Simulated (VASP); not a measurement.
# SrTe (Fm-3m) in VASP: settings compared

The runs below take SrTe through single point, with PBE, r2SCAN.

Program: VASP 6.6.1. These are calculated values, not measurements. Logs are shortened: lines on timing, memory, paths and dates and some standing lists are left out, and cuts for length are marked.

## 1. The cell of the first run

It takes space group Fm-3m (No. 225, cubic). The conventional cell has a = 6.706 Å, b = 6.706 Å, c = 6.706 Å, α = 90.00°, β = 90.00°, γ = 90.00°. Sr (site symmetry m-3m) has 6 Te at 3.35 Å within 4.4 Å. Te (site symmetry m-3m) has 6 Sr at 3.35 Å within 4.4 Å.

## 2. Single point, PBE

INCAR reads:

```
SYSTEM = SrTe
PREC = Accurate
ENCUT = 500
EDIFF = 1E-6
ISMEAR = 1
SIGMA = 0.05
LREAL = .False.
LASPH = .True.
NELM = 120
ALGO = Normal
ISIF = 2
LWAVE = .False.
LCHARG = .False.
GGA = PE
NBANDS = 15
GGA_COMPAT = .False.
```

KPOINTS reads:

```
regular mesh
0
Gamma
  4 4 4
  0 0 0
```

POSCAR reads:

```
SrTe
1.0
    0.0000000000      3.3527582020      3.3527582020
    3.3527582020      0.0000000000      3.3527582020
    3.3527582020      3.3527582020      0.0000000000
Sr Te
1 1
Direct
    0.0000000000      0.0000000000      0.0000000000
    0.5000000000      0.5000000000      0.5000000000
```

Potentials or basis: VASP PAW PBE potentials, release 64 (Sr_sv, Te).

Started as:

```
cat potpaw_PBE.64/Sr_sv/POTCAR potpaw_PBE.64/Te/POTCAR > POTCAR
mpirun -np 1 vasp_std > vasp.out
```

OUTCAR:

```text
SYSTEM = SrTe
   PREC = Accurate
   ENCUT = 500
   EDIFF = 1E-6
   ISMEAR = 1
   LREAL = .False.
   LASPH = .True.
   NELM = 120
   ISIF = 2
   GGA = PE

 ion  position               nearest neighbor table
   1  0.000  0.000  0.000-   2 3.35   2 3.35   2 3.35   2 3.35   2 3.35   2 3.35
   2  0.500  0.500  0.500-   1 3.35   1 3.35   1 3.35   1 3.35   1 3.35   1 3.35

  LATTYP: Found a face centered cubic cell.
 ALAT       =     6.7055164040

  Lattice vectors:

 A1 = (   0.0000000000,   3.3527582020,   3.3527582020)
 A2 = (   3.3527582020,   0.0000000000,   3.3527582020)
 A3 = (   3.3527582020,   3.3527582020,   0.0000000000)

Analysis of symmetry for initial positions (statically):
=====================================================================
 Subroutine PRICEL returns:
 Original cell was already a primitive cell.

 Routine SETGRP: Setting up the symmetry group for a
 face centered cubic supercell.

 Subroutine GETGRP returns: Found 48 space group operations
 (whereof 48 operations were pure point group operations)
 out of a pool of 48 trial point group operations.

The static configuration has the point symmetry O_h .

Analysis of symmetry for dynamics (positions and initial velocities):
=====================================================================
 Subroutine PRICEL returns:
 Original cell was already a primitive cell.

 Routine SETGRP: Setting up the symmetry group for a
 face centered cubic supercell.

 Subroutine GETGRP returns: Found 48 space group operations
 (whereof 48 operations were pure point group operations)
 out of a pool of 48 trial point group operations.

The dynamic configuration has the point symmetry O_h .

 Subroutine INISYM returns: Found 48 space group operations
 (whereof 48 operations are pure point group operations),
 and found     1 'primitive' translations

----------------------------------------------------------------------------------------

                                     Primitive cell

  volume of cell :      75.3766

  direct lattice vectors                    reciprocal lattice vectors
     0.000000000  3.352758202  3.352758202    -0.149130945  0.149130945  0.149130945
     3.352758202  0.000000000  3.352758202     0.149130945 -0.149130945  0.149130945
     3.352758202  3.352758202  0.000000000     0.149130945  0.149130945 -0.149130945

  length of vectors
     4.741516121  4.741516121  4.741516121     0.258302374  0.258302374  0.258302374

  position of ions in fractional coordinates (direct lattice)
     0.000000000  0.000000000  0.000000000
     0.500000000  0.500000000  0.500000000

  ion indices of the primitive-cell ions
   primitive index   ion index
                 1           1
                 2           2

----------------------------------------------------------------------------------------

 KPOINTS: regular mesh

Automatic generation of k-mesh.
 Grid dimensions read from file:
 generate k-points for:    4    4    4

 Generating k-lattice:

  Cartesian coordinates                     Fractional coordinates (reciprocal lattice)
    -0.037282736  0.037282736  0.037282736     0.250000000  0.000000000  0.000000000
     0.037282736 -0.037282736  0.037282736     0.000000000  0.250000000  0.000000000
     0.037282736  0.037282736 -0.037282736     0.000000000  0.000000000  0.250000000

  Length of vectors
     0.064575594  0.064575594  0.064575594

  Shift w.r.t. Gamma in fractional coordinates (k-lattice)
     0.000000000  0.000000000  0.000000000

 Subroutine IBZKPT returns following result:
 ===========================================

 Found      8 irreducible k-points:

 Following reciprocal coordinates:
            Coordinates               Weight
  0.000000  0.000000  0.000000      1.000000
  0.250000  0.000000  0.000000      8.000000
  0.500000  0.000000  0.000000      4.000000
  0.250000  0.250000  0.000000      6.000000
  0.500000  0.250000  0.000000     24.000000
 -0.250000  0.250000  0.000000     12.000000
  0.500000  0.500000  0.000000      3.000000
 -0.250000  0.500000  0.250000      6.000000
   k-points           NKPTS =      8   k-points in BZ     NKDIM =      8   number of bands    NBANDS=     15
   number of dos      NEDOS =    301   number of ions     NIONS =      2
   total plane-waves  NPLWV =  46656
   dimension x,y,z NGX =    36 NGY =   36 NGZ =   36
   dimension x,y,z NGXF=    72 NGYF=   72 NGZF=   72
   ions per type =               1   1
   NGX,Y,Z   is equivalent  to a cutoff of  12.62, 12.62, 12.62 a.u.
   NGXF,Y,Z  is equivalent  to a cutoff of  25.24, 25.24, 25.24 a.u.
 SYSTEM =  SrTe
   PREC   = accura    normal or accurate (medium, high low for compatibility)
   ISTART =      0    job   : 0-new  1-cont  2-samecut
   ICHARG =      2    charge: 1-file 2-atom 10-const
   ISPIN  =      1    spin polarized calculation?
   LNONCOLLINEAR =      F non collinear calculations
   LSORBIT =      F    spin-orbit coupling
   LASPH  =      T    aspherical Exc in radial PAW
   ENCUT  =  500.0 eV  36.75 Ry    6.06 a.u.   8.64  8.64  8.64*2*pi/ulx,y,z
   NELM   =    120;   NELMIN=  2; NELMDL= -5     # of ELM steps
   EDIFF  = 0.1E-05   stopping-criterion for ELM
   LREAL  =      F    real-space projection
   EDIFFG = 0.1E-04   stopping-criterion for IOM
   NSW    =      0    number of steps for IOM
   IBRION =     -1    ionic relax: 0-MD 1-quasi-New 2-CG
   NFREE  =      0    steps in history (QN), initial steepest desc. (CG)
   ISIF   =      2    stress and relaxation
   ISYM   =      2    0-nonsym 1-usesym 2-fastsym
   POTIM  = 0.5000    time-step for ionic-motion
   TEBEG  =    0.0;   TEEND  =   0.0 temperature during run
   PSTRESS=    0.0 pullay stress
   NELECT =      16.0000    total number of electrons
   NUPDOWN=      -1.0000    fix difference up-down
   EMIN   =  10.00;   EMAX   =-10.00  energy-range for DOS
   EFERMI =   0.00;   METHOD = LEGACY
   ISMEAR =     1;   SIGMA  =   0.05  broadening in eV -4-tet -1-fermi 0-gaus
   EFERMI_NEDOS =   21; number of points for ismear=-14 and -15
   IALGO  =     38    algorithm
   IMIX   =      4    mixing-type and parameters
     AMIX     =   0.40;   BMIX     =  1.00
     AMIX_MAG =   1.60;   BMIX_MAG =  1.00
  volume/ion in A,a.u.               =      37.69       254.33
  Fermi-wavevector in a.u.,A,eV,Ry     =   0.976568  1.845446 12.975679  0.953686
  Thomas-Fermi vector in A             =   2.107197
   LORBIT       =      0    0 simple, 1 ext, 2 COOP (PROOUT), +10 PAW based schemes
   GGA     = PE    functional components
   LHFCALC =     F    Hartree Fock is set to
   AEXX    =    0.0000 exact exchange contribution
   IVDW    =     0    specifies the selected vdW correction
   LEPSILON=     F    determine dielectric tensor
   LRPA    =     F    only Hartree local field effects (RPA)
 non-spin polarized calculation
 Methfessel and Paxton  Order N= 1 SIGMA  =   0.05
  energy-cutoff  :      500.00
  volume of cell :       75.38
 maximum number of plane-waves:      1924
 NGX is ok and might be reduce to    36
   NGX = 17   NGY = 17   NGZ = 17

 number of electron      16.0000000 magnetization

 Free energy of the ion-electron system (eV)
  ---------------------------------------------------
  ext. energy  EPLUGINS =         0.00000000
  ---------------------------------------------------
  free energy    TOTEN  =        -8.25430327 eV

  energy without entropy =       -8.25443916  energy(sigma->0) =       -8.25434857

 E-fermi :   2.7614     XC(G=0):  -8.4326

 val. band max:        2.7193171306   @ k =   0.0000   0.0000   0.0000
 cond. band min:       4.4576291078   @ k =   0.5000   0.5000   0.0000
 fundamental gap:      1.7383119773
 Fermi energy:         2.7614112163

 k-point     1 :       0.0000    0.0000    0.0000
  band No.  band energies     occupation
      1     -32.0281      2.00000
      2     -14.0142      2.00000
      3     -14.0142      2.00000
      4     -14.0142      2.00000
      5      -7.1957      2.00000
      6       2.7193      2.00000
      7       2.7193      2.00000
      8       2.7193      2.00000
      9       5.4805      0.00000
     10       5.9988      0.00000
     11       5.9988      0.00000
     12       5.9988      0.00000
     13       6.6238      0.00000
     14       6.6238      0.00000
     15      10.2116      0.00000

 k-point     2 :       0.2500    0.0000    0.0000
  band No.  band energies     occupation
      1     -32.0262      2.00000
      2     -14.0727      2.00000
      3     -14.0170      2.00000
      4     -14.0170      2.00000
      5      -6.9105      2.00000
      6       1.0148      2.00000
      7       2.0892      2.00000
      8       2.0892      2.00000
      9       5.9327      0.00000
     10       6.7194      0.00000
     11       6.7194      0.00000
     12       7.7810      0.00000
     13       8.0311      0.00000
     14       8.0311      0.00000
     15      10.9484      0.00000

 k-point     3 :       0.5000    0.0000    0.0000
  band No.  band energies     occupation
      1     -32.0243      2.00000
      2     -14.1290      2.00000
      3     -14.0197      2.00000
      4     -14.0197      2.00000
      5      -6.5929      2.00000
      6      -0.0552      2.00000
      7       1.6467      2.00000
      8       1.6467      2.00000
      9       6.5677      0.00000
     10       7.8342      0.00000
     11       8.0139      0.00000
     12       8.0139      0.00000
     13       9.3495      0.00000
     14       9.3495      0.00000
     15      10.4574      0.00000
[... 55 lines left out ...]
 k-point     7 :       0.5000    0.5000    0.0000
  band No.  band energies     occupation
      1     -32.0229      2.00000
      2     -14.0922      2.00000
      3     -14.0459      2.00000
      4     -14.0459      2.00000
      5      -6.7624      2.00000
      6       0.7735      2.00000
      7       1.9903      2.00000
      8       1.9903      2.00000
      9       4.4576      0.00000
     10       6.5472      0.00000
     11       7.5040      0.00000
     12       8.7277      0.00000
     13       8.8029      0.00000
     14       8.8029      0.00000
     15      11.2378      0.00000

 k-point     8 :      -0.2500    0.5000    0.2500
  band No.  band energies     occupation
      1     -32.0229      2.00000
      2     -14.0690      2.00000
      3     -14.0690      2.00000
      4     -14.0531      2.00000
      5      -6.6686      2.00000
      6       1.1750      2.00000
      7       1.1750      2.00000
      8       1.2377      2.00000
      9       6.6339      0.00000
     10       6.6339      0.00000
     11       7.1331      0.00000
     12       8.3572      0.00000
     13       8.8131      0.00000
     14      10.2482      0.00000
     15      10.8329      0.00000

------------------------ aborting loop because EDIFF is reached ----------------------------------------

  FORCE on cell =-STRESS in cart. coord.  units (eV):
  Direction    XX          YY          ZZ          XY          YZ          ZX
  --------------------------------------------------------------------------------------
  -------------------------------------------------------------------------------------
  Total        0.1663500      0.1663500      0.1663500      0.0000000     -0.0000000     -0.0000000
  in kB        3.5358742      3.5358742      3.5358742      0.0000000     -0.0000000     -0.0000000
  external PRESSURE =       3.5358742 kB  Pullay stress =       0.0000000 kB

 VOLUME and BASIS-vectors are now :
 -----------------------------------------------------------------------------
  energy-cutoff  :      500.00
  volume of cell :       75.38
      direct lattice vectors                 reciprocal lattice vectors
     0.000000000  3.352758202  3.352758202    -0.149130945  0.149130945  0.149130945
     3.352758202  0.000000000  3.352758202     0.149130945 -0.149130945  0.149130945
     3.352758202  3.352758202  0.000000000     0.149130945  0.149130945 -0.149130945

 POSITION                                       TOTAL-FORCE (eV/Angst)
 -----------------------------------------------------------------------------------
      0.00000      0.00000      0.00000         0.000000      0.000000      0.000000
      3.35276      3.35276      3.35276        -0.000000     -0.000000     -0.000000
 -----------------------------------------------------------------------------------
    total drift:                                0.000000      0.000000      0.000000

  FREE ENERGIE OF THE ION-ELECTRON SYSTEM (eV)
  ---------------------------------------------------
  free  energy   TOTEN  =        -8.2543032719 eV

  energy  without entropy=       -8.2544391603  energy(sigma->0) =       -8.25434857
```

Wall time 8.7 s (1 thread of Intel Xeon Platinum 8375C at 2.90GHz (Ice Lake), shared host); peak memory 0.2 GiB.

Results:

| Item | Value |
| --- | --- |
| Free energy | -8.2543 eV |
| Pressure | 0.4 GPa |
| Band gap on the k mesh | 1.74 eV, indirect (least direct gap 2.47 eV) |

Levels at points of the mesh, in eV from the valence-band top:
| k point | band 6 | band 7 | band 8 | band 9 | band 10 | band 11 |
| --- | --- | --- | --- | --- | --- | --- |
| (0.00, 0.00, 0.00) | 0.00 | 0.00 | 0.00 | 2.76 | 3.28 | 3.28 |
| (0.50, 0.00, 0.00) | -2.77 | -1.07 | -1.07 | 3.85 | 5.11 | 5.29 |
| (0.50, 0.50, 0.00) | -1.95 | -0.73 | -0.73 | 1.74 | 3.83 | 4.78 |

Caveat: spin-orbit coupling is left out, which moves the levels of the heavy elements. PBE gaps usually lie below the measured ones, often by a third to a half.

## 3. Single point, r2SCAN

POSCAR is that of step 2.

INCAR.step1 reads:

```
PREC = Accurate
ENCUT = 550
ISMEAR = 0
SIGMA = 0.01
LREAL = F
LASPH = T
NELM = 120
NBANDS = 15
GGA = PE
ALGO = Normal
EDIFF = 1E-5
LWAVE = T
LCHARG = F
GGA_COMPAT = F
```

INCAR.step2 reads:

```
PREC = Accurate
ENCUT = 550
EDIFF = 1E-6
ISMEAR = 0
SIGMA = 0.01
LREAL = F
LASPH = T
NELM = 120
ALGO = Normal
ISIF = 2
LWAVE = F
LCHARG = F
METAGGA = R2SCAN
LMIXTAU = T
NBANDS = 15
ISTART = 1
GGA_COMPAT = F
```

KPOINTS reads:

```
regular mesh
0
Gamma
  4 4 4
```

Potentials or basis: VASP PAW PBE potentials, release 64 (Sr_sv, Te).

Started as:

```
cat potpaw_PBE.64/Sr_sv/POTCAR potpaw_PBE.64/Te/POTCAR > POTCAR
cp INCAR.step1 INCAR
mpirun -np 1 vasp_std > vasp.out
cp INCAR.step2 INCAR
mpirun -np 1 vasp_std > vasp.out
```

It took 52 s on 1 thread of Intel Xeon Platinum 8375C at 2.90GHz (Ice Lake), shared host; peak memory 0.22 GiB.

It converged, with:

```
Free energy            : -44.5868 eV
Pressure               : 0.2 GPa
Band gap on the k mesh : 2.14 eV, indirect (least direct gap 2.88 eV)
```

Levels at points of the mesh, in eV from the valence-band top:
| k point | band 4 | band 5 | band 6 | band 7 | band 8 | band 9 | band 10 | band 11 | band 12 | band 13 |
| --- | --- | --- | --- | --- | --- | --- | --- | --- | --- | --- |
| (0.00, 0.00, 0.00) | -17.32 | -10.21 | 0.00 | 0.00 | 0.00 | 3.52 | 3.73 | 3.73 | 3.73 | 4.41 |
| (0.50, 0.00, 0.00) | -17.32 | -9.58 | -2.76 | -1.07 | -1.07 | 4.36 | 5.70 | 5.87 | 5.87 | 7.17 |
| (0.50, 0.50, 0.00) | -17.35 | -9.75 | -1.98 | -0.75 | -0.75 | 2.14 | 4.52 | 5.32 | 6.66 | 6.66 |

Caveat: the PAW data sets were made with another functional, which shifts forces and pressure a little; spin-orbit coupling is left out, which moves the levels of the heavy elements. r2SCAN opens gaps a little over a GGA but as a rule still falls short of measured ones.
